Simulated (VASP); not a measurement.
# MoS2 (R-3m) in VASP: further runs, part 2 of 2

VASP 6.6.1. Earlier steps stand in the parts before.

## (3) Relaxation of shape and atoms at fixed volume, PBE+D3(BJ) (15.37 Å³/atom)

This run uses another cell than the first one, of 15.37 Å³/atom.

INCAR

```
SYSTEM = MoS2
PREC = Accurate
ENCUT = 600
EDIFF = 1E-7
ISMEAR = 0
SIGMA = 0.1
LREAL = .FALSE.
LASPH = .TRUE.
NELM = 100
ALGO = Normal
ISIF = 4
LWAVE = .FALSE.
LCHARG = .FALSE.
GGA = PE
IVDW = 12
IBRION = 2
NSW = 50
EDIFFG = -0.01
```

KPOINTS

```
regular mesh
0
G
  15 15 15
  0 0 0
```

POSCAR

```
MoS2
1.0
    1.5276580717      0.8819937989      5.7020644317
   -1.5276580717      0.8819937989      5.7020644317
    0.0000000000     -1.7639875979      5.7020644317
Mo S
1 2
Direct
    0.0000000000      0.0000000000      0.0000000000
    0.7598864574      0.7598864574      0.7598864574
    0.2401135426      0.2401135426      0.2401135426
```

Potentials or basis: VASP PAW PBE potentials, release 64 (Mo_sv, S).

Started as:

```
$ cat potpaw_PBE.64/Mo_sv/POTCAR potpaw_PBE.64/S/POTCAR > POTCAR
$ mpirun -np 1 vasp_std > vasp.out
```

OUTCAR:

```text
SYSTEM = MoS2
   PREC = Accurate
   ENCUT = 600
   EDIFF = 1E-7
   ISMEAR = 0
   LREAL = .FALSE.
   LASPH = .TRUE.
   NELM = 100
   ISIF = 4
   GGA = PE
   IVDW = 12
   IBRION = 2
   NSW = 50
   EDIFFG = -0.01
 IVDW          = 12

 ion  position               nearest neighbor table
   1  0.000  0.000  0.000-   2 2.38   2 2.38   3 2.38   3 2.38   2 2.38   3 2.38
   2  0.760  0.760  0.760-   1 2.38   1 2.38   1 2.38
   3  0.240  0.240  0.240-   1 2.38   1 2.38   1 2.38

  LATTYP: Found a trigonal (rhomboedric) cell.
 ALAT       =     5.9686841957
 COS(alpha) =     0.8689837659

  Lattice vectors:

 A1 = (   1.5276580717,   0.8819937989,   5.7020644317)
 A2 = (  -1.5276580717,   0.8819937989,   5.7020644317)
 A3 = (   0.0000000000,  -1.7639875979,   5.7020644317)

Analysis of symmetry for initial positions (statically):
=====================================================================
[... 179 lines left out ...]
 Edisp (eV)   -1.48859

 E8    (eV) :    -0.6009
[... 155 lines left out ...]
--------------------------------------- Ionic step        5  -------------------------------------------

 number of electron      26.0000001 magnetization

 Free energy of the ion-electron system (eV)
  ---------------------------------------------------
  ext. energy  EPLUGINS =         0.00000000
  ---------------------------------------------------
  free energy    TOTEN  =       -20.71577688 eV

  energy without entropy =      -20.71170375  energy(sigma->0) =      -20.71374032

 E-fermi :   9.6828     XC(G=0): -11.7953

 val. band max:        9.6800845875   @ k =  -0.3333   0.4667   0.2667
 cond. band min:       9.6876550779   @ k =   0.4000   0.2667   0.0667
 fundamental gap:      0.0075704904
 Fermi energy:         9.6828489319

 k-point     1 :       0.0000    0.0000    0.0000
  band No.  band energies     occupation
      1     -51.8728      2.00000
      2     -26.0304      2.00000
      3     -25.7684      2.00000
      4     -25.7684      2.00000
      5      -6.0887      2.00000
      6      -3.8353      2.00000
[... 457 lines left out ...]
      4     -25.8062      2.00000
      5      -5.5001      2.00000
      6      -3.7851      2.00000
[... 9 lines left out ...]
     16      12.4803      0.00000
     17      12.9912      0.00000

 [... further k-points ...]

------------------------ aborting loop because EDIFF is reached ----------------------------------------

 Edisp (eV)   -1.48931

 E8    (eV) :    -0.6012
[... 26 lines left out ...]
  FREE ENERGIE OF THE ION-ELECTRON SYSTEM (eV)
  ---------------------------------------------------
  free  energy   TOTEN  =       -22.2050917710 eV

  energy  without entropy=      -22.2010186375  energy(sigma->0) =      -22.20305520

 reached required accuracy - stopping structural energy minimisation
```

CONTCAR:

```text
MoS2
   1.00000000000000
     1.5303931854203874    0.8835729175407021    5.6817012225028156
    -1.5303931854203874    0.8835729175407021    5.6817012225028156
     0.0000000000000000   -1.7671458351929812    5.6817012225045653
  Mo              S
     1     2
Direct
     0.0000000000000000    0.0000000000000000    1.0000000000000000
     0.7614874324353630    0.7614874324353630    0.7614874324353627
     0.2385125675646370    0.2385125675646370    0.2385125675646373

  0.00000000E+00  0.00000000E+00  0.00000000E+00
  0.00000000E+00  0.00000000E+00  0.00000000E+00
  0.00000000E+00  0.00000000E+00  0.00000000E+00
```

It took 46 min on 1 thread of Intel Xeon Platinum 8375C at 2.90GHz (Ice Lake), shared host; peak memory 0.59 GiB.

What came out:

```
Free energy                  : -22.2051 eV
Energy gained by relaxing    : 4.5 meV/atom
Ionic steps                  : 5
Pressure after relaxing      : 7.5 GPa
Largest force after relaxing : 0.004 eV/Å
Band gap on the k mesh       : zero (bands 13 and 14 overlap by 0.52 eV)
Dispersion energy per atom   : -0.496 eV
```

Forces on the atoms (eV/Å):
```
Mo   0.000  0.000  0.000
S    0.000  0.000  0.004
S    0.000  0.000 -0.004
```

Step by step:
| step | energy change (eV) | largest force (eV/Å) | pressure (GPa) | volume (Å³) |
| --- | --- | --- | --- | --- |
| 1 | 0.0000 | 0.5142 | 10.44 | 46.10 |
| 2 | -0.0115 | 0.0352 | 7.46 | 46.10 |
| 3 | -0.0118 | 0.0324 | 7.82 | 46.10 |
| 4 | -0.0131 | 0.0174 | 7.64 | 46.10 |
| 5 | -0.0134 | 0.0043 | 7.49 | 46.10 |

Final structure:
```yaml
crystal:
  lattice:
    - [1.53039, 0.88357, 5.68170]
    - [-1.53039, 0.88357, 5.68170]
    - [0.00000, -1.76715, 5.68170]
  atoms:
    - { symbol: Mo, position: [0.00000, 0.00000, 0.00000] }
    - { symbol: S, position: [0.76149, 0.76149, 0.76149] }
    - { symbol: S, position: [0.23851, 0.23851, 0.23851] }
```

## (4) Single point, PBE+D3(BJ) (18.58 Å³/atom)

This run uses another cell than the first one, of 18.58 Å³/atom.

INCAR

```
SYSTEM = MoS2
  PREC = Accurate
  ENCUT = 520
  EDIFF = 1E-6
  ISMEAR = 0
  SIGMA = 0.1
  LREAL = .FALSE.
  LASPH = .TRUE.
  NELM = 60
  ALGO = Normal
  ISIF = 2
  LWAVE = .FALSE.
  LCHARG = .TRUE.
  GGA = PE
  IVDW = 12
  LELF = .TRUE.
  LVHAR = .TRUE.
  NBANDS = 20
```

KPOINTS

```
regular mesh
0
G
  18 18 18
  0 0 0
```

POSCAR

```
MoS2
1.0
    1.5897249923      0.9178281523      6.3665265368
   -1.5897249923      0.9178281523      6.3665265368
    0.0000000000     -1.8356563045      6.3665265368
Mo S
1 2
Direct
    0.0000000000      0.0000000000      0.0000000000
    0.7498488834      0.7498488834      0.7498488834
    0.2501511166      0.2501511166      0.2501511166
```

Started as:

```
$ cat potpaw_PBE.64/Mo_sv/POTCAR potpaw_PBE.64/S/POTCAR > POTCAR
$ mpirun -np 1 vasp_std > vasp.out
```

Wall time 29 min (1 thread of Intel Xeon Platinum 8488C (Sapphire Rapids), shared host); peak memory 0.79 GiB.

It converged, with:

```
Free energy                : -22.2447 eV
Pressure                   : -2.9 GPa
Largest force              : 0.009 eV/Å
Band gap on the k mesh     : zero (bands 13 and 14 overlap by 0.58 eV)
Dispersion energy per atom : -0.408 eV
```

Forces on the atoms (eV/Å):
```
Mo   0.000  0.000  0.000
S    0.000  0.000 -0.009
S    0.000  0.000  0.009
```

Levels at points of the mesh, in eV from the Fermi level:
```csv
k point,band 9,band 10,band 11,band 12,band 13,band 14,band 15,band 16,band 17,band 18
"(0.00, 0.00, 0.00)",-3.81,-1.98,-1.35,-0.89,-0.89,-0.15,-0.15,3.15,3.15,6.30
"(0.50, 0.00, 0.00)",-5.11,-4.02,-2.80,-2.01,-1.49,1.13,1.91,3.21,3.91,5.47
"(0.50, 0.50, 0.00)",-4.62,-3.97,-2.86,-2.24,-1.65,1.13,1.72,3.53,4.69,4.70
"(0.50, 0.50, 0.50)",-3.79,-3.79,-0.88,-0.88,-0.35,-0.23,-0.23,3.24,3.24,6.22
```

## (5) Overview

```tsv
task	cell	k mesh	cutoff (eV)	gap on the mesh (eV)	pressure (GPa)	largest force (eV/Å)
relaxation of shape and atoms at fixed volume	relaxed from a = 5.883 Å, angles 29.8°, 3 atoms, atomic positions A	15 × 15 × 15	600	none	11.4	0.01
relaxation of shape and atoms at fixed volume	relaxed from a = 5.969 Å, angles 29.7°, 3 atoms, atomic positions B	15 × 15 × 15	600	none	7.5	-
single point	a = 6.626 Å, angles 27.8°, 3 atoms, atomic positions C	18 × 18 × 18	520	none	-2.9	0.01
```

Alike in all rows: level PBE+D3(BJ); potentials or basis VASP PAW PBE potentials, release 64 (Mo_sv, S); no spin polarisation; smearing gaussian 0.1 eV.

Absolute energies hang on the potentials; compare differences alone.
